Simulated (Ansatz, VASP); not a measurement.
**MoPb3: VASP beside Ansatz**

```
Mo Pb
1.0
     4.71533    0.00000    0.00000
     0.00000    4.71533    0.00000
     0.00000    0.00000    4.71533
Mo Pb
1 3
Direct
  0.00000 0.00000 0.00000
  0.00000 0.50000 0.50000
  0.50000 0.00000 0.50000
  0.50000 0.50000 0.00000
```

Alike in both runs: task relaxation of cell and atoms; functional PBE; k mesh 10 × 10 × 10; occupations gaussian, width 0.1 eV; no spin polarisation.

|  | VASP | Ansatz |
| --- | --- | --- |
| version | VASP 6.6.1 | Ansatz 0.2.0 |
| potentials or method | VASP PAW PBE potentials, release 64 (Mo_sv, Pb_d), cutoff 600 eV | scalar-relativistic, plane waves, PAW |
| valence electrons in the cell | 56 | 56 |

|  | VASP | Ansatz | Ansatz less VASP |
| --- | --- | --- | --- |
| gap on the k mesh at the Fermi level, each at its own relaxed structure (eV) | none | none | - |
| relaxed volume (Å³/atom) | 25.66 | 25.66 | -0.001 |
| relaxed length of the cell vector where the two differ most in proportion (Å) | 4.682 | 4.682 | -0.0001 |

A gap of «none» marks a metal or a gap that the smearing closes.

Spin-orbit coupling is off throughout.
